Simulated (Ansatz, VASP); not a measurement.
Two plane-wave programs on Ti

File INCAR:

```
SYSTEM = Ti
PREC     = Accurate       ! precision mode
ENCUT    = 520            ! plane-wave cutoff, eV
EDIFF    = 1E-6           ! SCF threshold, eV
ISMEAR   = 0              ! smearing method
SIGMA    = 0.15           ! smearing width, eV
LREAL    = .False.        ! projectors in reciprocal space
LASPH    = .True.         ! aspherical terms in the spheres
NELM     = 80             ! most SCF steps
ALGO     = Fast           ! electronic algorithm
ISIF     = 2              ! what is computed and relaxed
LWAVE    = .False.        ! write WAVECAR
LCHARG   = .False.        ! write CHGCAR
GGA      = PE             ! functional
NBANDS   = 19             ! bands
```

The input KPOINTS:

```
regular mesh
0
Gamma
  18 18 10
  0 0 0
```

The input POSCAR:

```
Ti
1.0
    2.9942478283      0.0000000000      0.0000000000
   -1.4971239141      2.5930946845      0.0000000000
    0.0000000000      0.0000000000      4.8265800000
Ti
2
Direct
    0.3333333333      0.6666666667      0.2500000000
    0.6666666667      0.3333333333      0.7500000000
```

Input for Ansatz:

```yaml
crystal:
  lattice:
    - [2.9942478283, 0.0, 0.0]
    - [-1.4971239141, 2.5930946845, 0.0]
    - [0.0, 0.0, 4.82658]
  atoms:
    - { symbol: Ti, position: [0.3333333333, 0.6666666667, 0.25] }
    - { symbol: Ti, position: [0.6666666667, 0.3333333333, 0.75] }
basis:
  ecutwfc: 420
kpoints:
  mp_grid: { grid: [18, 18, 10] }
hamiltonian:
  xc: pbe
scf:
  occupations: { method: gaussian, width: 0.15 }
output:
  forces: true
  stress: true
  eigenvalues: true
  write_density: true
  write_potential: true
  elf: true
  volumetric_format: npy
```

Change from the starting cell: strain +0.015 along x and y, +0.030 along z, atoms carried along.

Alike in both runs: task single point; functional PBE; k mesh 18 × 18 × 10; occupations gaussian, width 0.15 eV; no spin polarisation.

|  | VASP | Ansatz |
| --- | --- | --- |
| version | VASP 6.6.1 | Ansatz 0.2.0 |
| potentials or method | VASP PAW PBE potentials, release 64 (Ti_sv), cutoff 520 eV | scalar-relativistic, plane waves, PAW |
| valence electrons in the cell | 24 | 24 |

Ansatz gave:

```
gap on the k mesh at the Fermi level (eV)                     : none
pressure (GPa)                                                : -7.3
traceless stress, the component that is largest in VASP (GPa) : -1.26
```

Problem. Estimate VASP's values.

Solution. gap on the k mesh at the Fermi level (eV): none; pressure (GPa): -7.4; traceless stress, the component that is largest in VASP (GPa): -1.26.

A gap of «none» marks a metal or a gap that the smearing closes. With one functional, cell and mesh, what is left measures potentials, basis and numerics.
